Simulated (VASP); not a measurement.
Here is a VASP 6.6.1 calculation.

Contents of INCAR:

```
  PREC = Accurate
  ENCUT = 520
  EDIFF = 1E-7
  ISMEAR = -1
  SIGMA = 0.1
  LREAL = F
  LASPH = T
  NELM = 100
  ALGO = Normal
  ISIF = 2
  LWAVE = F
  LCHARG = F
  GGA = PS
  NBANDS = 11
```

Contents of KPOINTS:

```
Automatic mesh
0
Gamma
  15 15 8
```

POSCAR

```
Si
1.0
    2.7130001080      0.0000000000      0.0000000000
   -1.3565000540      2.3495270140      0.0000000000
    0.0000000000      0.0000000000      4.5650044526
Si
2
Direct
    0.3333333333      0.6666666667      0.2500000000
    0.6666666667      0.3333333333      0.7500000000
```

Potentials or basis: VASP PAW PBE potentials, release 64 (Si).

Run with:

```console
$ cat potpaw_PBE.64/Si/POTCAR > POTCAR
$ mpirun -np 1 vasp_std > vasp.out
```

Q: Predict the band gap on the k mesh.

A: Zero (bands 4 and 5 overlap by 12.12 eV).

Q: Estimate the pressure.

A: -3.6 GPa.

Stress tensor (GPa, compression positive):
```
-4.02  0.00  0.00
 0.00 -4.02  0.00
 0.00  0.00 -2.64
```

Caveat: the cell stands under tension; the PAW data sets were made with another functional, which shifts forces and pressure a little.
